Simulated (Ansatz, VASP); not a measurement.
One calculation of Cd2HgTe3, two programs

Contents of INCAR:

```
SYSTEM = Cd2HgTe3
PREC     = Accurate       ! precision mode
ENCUT    = 520            ! plane-wave cutoff, eV
EDIFF    = 1E-6           ! SCF threshold, eV
ISMEAR   = 0              ! smearing method
SIGMA    = 0.2            ! smearing width, eV
LREAL    = .FALSE.        ! projectors in reciprocal space
LASPH    = .TRUE.         ! aspherical terms in the spheres
NELM     = 80             ! most SCF steps
ALGO     = Fast           ! electronic algorithm
ISIF     = 2              ! what is computed and relaxed
LWAVE    = .FALSE.        ! write WAVECAR
LCHARG   = .FALSE.        ! write CHGCAR
GGA      = PE             ! functional
NBANDS   = 66             ! bands
```

Contents of KPOINTS:

```
regular mesh
0
G
  6 4 6
  0 0 0
```

POSCAR

```
Cd2HgTe3
1.0
    4.6923300000      0.0000000000      0.0000000000
    0.0000000000     -9.3846600000      0.0000000000
   -2.3461650000      2.3461650000     -9.9333700000
Cd Hg Te
4 2 6
Direct
    0.3331440000      0.6665720000      0.6662880000
    0.3331440000      0.1665720000      0.6662880000
    0.6668560000      0.8334280000      0.3337120000
    0.6668560000      0.3334280000      0.3337120000
    0.0000000000      0.0000000000      0.0000000000
    0.0000000000      0.5000000000      0.0000000000
    0.9160510000      0.7080255000      0.8321020000
    0.9160510000      0.2080255000      0.8321020000
    0.2500000000      0.8750000000      0.5000000000
    0.2500000000      0.3750000000      0.5000000000
    0.5839490000      0.5419745000      0.1678980000
    0.5839490000      0.0419745000      0.1678980000
```

Input for Ansatz:

```yaml
crystal:
  lattice:
    - [4.69233, 0.0, 0.0]
    - [0.0, -9.38466, 0.0]
    - [-2.346165, 2.346165, -9.93337]
  atoms:
    - { symbol: Cd, position: [0.333144, 0.666572, 0.666288] }
    - { symbol: Cd, position: [0.333144, 0.166572, 0.666288] }
    - { symbol: Cd, position: [0.666856, 0.833428, 0.333712] }
    - { symbol: Cd, position: [0.666856, 0.333428, 0.333712] }
    - { symbol: Hg, position: [0.0, 0.0, 0.0] }
    - { symbol: Hg, position: [0.0, 0.5, 0.0] }
    - { symbol: Te, position: [0.916051, 0.7080255, 0.832102] }
    - { symbol: Te, position: [0.916051, 0.2080255, 0.832102] }
    - { symbol: Te, position: [0.25, 0.875, 0.5] }
    - { symbol: Te, position: [0.25, 0.375, 0.5] }
    - { symbol: Te, position: [0.583949, 0.5419745, 0.167898] }
    - { symbol: Te, position: [0.583949, 0.0419745, 0.167898] }
basis:
  ecutwfc: 420
kpoints:
  mp_grid: { grid: [6, 4, 6] }
hamiltonian:
  xc: pbe
scf:
  occupations: { method: gaussian, width: 0.2 }
  lower_state_search: "off"
output:
  forces: true
  stress: true
  eigenvalues: true
```

Alike in both runs: task single point; functional PBE; k mesh 6 × 4 × 6; occupations gaussian, width 0.2 eV; no spin polarisation.

|  | VASP | Ansatz |
| --- | --- | --- |
| version | VASP 6.6.1 | Ansatz 0.2.0 |
| potentials or method | VASP PAW PBE potentials, release 64 (Cd, Hg, Te), cutoff 520 eV | scalar-relativistic, plane waves, PAW |
| valence electrons in the cell | 108 | 216 |

```csv
,VASP,Ansatz,Ansatz less VASP
pressure (GPa),0.1,0.0,-0.09
```

VASP's potentials hold 108 valence electrons a cell and Ansatz's 216, so a difference there can come from the potentials and not from the codes.

Spin-orbit coupling is off throughout.
